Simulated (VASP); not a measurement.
Ge:

```xyz
8
Lattice="-3.4842 3.4842 3.4842 3.4842 -3.4842 3.4842 3.4842 3.4842 -3.4842" Properties=species:S:1:pos:R:3 pbc="T T T"
Ge    1.0414    4.5256   -1.0414
Ge   -1.0414    1.0414    4.5256
Ge    4.5256   -1.0414    1.0414
Ge    2.4428    2.4428    2.4428
Ge   -1.0414    2.4428    1.0414
Ge    1.0414   -1.0414    2.4428
Ge    2.4428    1.0414   -1.0414
Ge    1.0414    1.0414    1.0414
```

| Property | Result |
| --- | --- |
| Program | VASP 6.6.1 |
| Task | relaxation of cell and atoms |
| Functional | PBE |
| Potentials or basis | VASP PAW PBE potentials, release 64 (Ge_d) |
| Cutoff | 600 eV |
| k mesh | 8 × 8 × 8 |
| Occupations | gaussian, width 0.1 eV |
| Spin | no spin polarisation |

At the start: pressure 2.9 GPa; volume 21.15 Å³/atom.

Question: How do energy, volume and symmetry change on relaxing?

Answer: Over 3 steps the energy falls by 8.3 meV/atom and the volume is 21.99 Å³/atom (+4.0 %); space group Ia-3 (No. 206, to 0.1 Å) before and after.

The path:
```csv
step,energy change (eV),largest force (eV/Å),pressure (GPa),volume (Å³)
1,0.0000,0.2518,2.87,169.18
2,-0.0568,0.0759,-1.00,178.62
3,-0.0661,0.0071,-0.01,175.91
```

Final structure:
```
Ge
1.0
    -3.52973    3.52973    3.52973
     3.52973   -3.52973    3.52973
     3.52973    3.52973   -3.52973
Ge
8
Direct
  0.50000 0.00000 0.79745
  0.79745 0.50000 0.00000
  0.00000 0.79745 0.50000
  0.70255 0.70255 0.70255
  0.50000 0.00000 0.20255
  0.20255 0.50000 0.00000
  0.00000 0.20255 0.50000
  0.29745 0.29745 0.29745
```
